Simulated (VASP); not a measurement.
Write the native input for VASP 6.6.1 that does the following.

| Item | Value |
| --- | --- |
| Task | single point |
| Functional | PBEsol |
| Potentials or basis | VASP PAW PBE potentials, release 64 (K_sv, Cl) |
| Cutoff | 520 eV |
| k mesh | 7 × 7 × 7 |
| Occupations | fermi-dirac, width 0.03 eV |
| Spin | no spin polarisation |
| Dipole correction | no |
| Further INCAR settings | ALGO = Normal; EDIFF = 1e-07; NBANDS = 15 |

The structure of KCl lies in POSCAR:

```
KCl
1.0
    0.0000000000      3.0916717177      3.0916717177
    3.0916717177      0.0000000000      3.0916717177
    3.0916717177      3.0916717177      0.0000000000
K Cl
1 1
Direct
    0.0000000000      0.0000000000      0.0000000000
    0.5000000000      0.5000000000      0.5000000000
```

This cell differs from its parent crystal: volume scaled by 0.94.

The input as run:

INCAR

```
PREC = Accurate ; ENCUT = 520
EDIFF = 1E-7 ; ISMEAR = -1
SIGMA = 0.03 ; LREAL = False
LASPH = True ; NELM = 60
ALGO = Normal ; ISIF = 2
LWAVE = False ; LCHARG = False
GGA = PS ; NBANDS = 15
```

KPOINTS

```
Automatic mesh
0
Gamma
  7 7 7
```

Potentials or basis: VASP PAW PBE potentials, release 64 (K_sv, Cl).

Command:

```console
$ cat potpaw_PBE.64/K_sv/POTCAR potpaw_PBE.64/Cl/POTCAR > POTCAR
$ mpirun -np 1 vasp_std > vasp.out
```

It gave:

```yaml
Pressure: 0.6 GPa
Band_gap_on_the_k_mesh: 5.19 eV, direct
```

Caveat: the PAW data sets were made with another functional, which shifts forces and pressure a little.

Run time: 11 s on 1 thread of Intel(R) Xeon(R) 6975P-C (Granite Rapids) (shared host), peak memory 0.2 GiB.
